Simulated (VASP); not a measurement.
Write the native input for VASP 6.6.1 that does the following.

```yaml
Task: single point
Functional: PBEsol
Potentials_or_basis: VASP PAW PBE potentials, release 64 (Al)
Cutoff: 520 eV
k_mesh: 18 × 18 × 18
Occupations: gaussian, width 0.1 eV
Spin: no spin polarisation
Dipole_correction: no
Further_INCAR_settings: ALGO = Normal; EDIFF = 1e-06; NBANDS = 8
```

The structure of Al lies in POSCAR:

```
Al
1.0
    0.0000000000      2.0073684325      2.0073684325
    2.0073684325      0.0000000000      2.0073684325
    2.0073684325      2.0073684325      0.0000000000
Al
1
Direct
    0.0000000000      0.0000000000      0.0000000000
```

The input as run:

INCAR

```
SYSTEM = Al
PREC = Accurate
ENCUT = 520
EDIFF = 1E-6
ISMEAR = 0
SIGMA = 0.1
LREAL = .FALSE.
LASPH = .TRUE.
NELM = 60
ALGO = Normal
ISIF = 2
LWAVE = .FALSE.
LCHARG = .TRUE.
GGA = PS
LELF = .TRUE.
LVHAR = .TRUE.
NBANDS = 8
```

KPOINTS

```
Automatic mesh
0
G
  18 18 18
  0 0 0
```

Potentials or basis: VASP PAW PBE potentials, release 64 (Al).

Run with:

```sh
$ cat potpaw_PBE.64/Al/POTCAR > POTCAR
$ mpirun -np 1 vasp_std > vasp.out
```

It gave:

The pressure is 0.1 GPa.

Caveat: the PAW data sets were made with another functional, which shifts forces and pressure a little.

It took 7.6 s on 1 thread of Intel Xeon 6975P-C, on a shared host, peak memory 0.14 GiB.
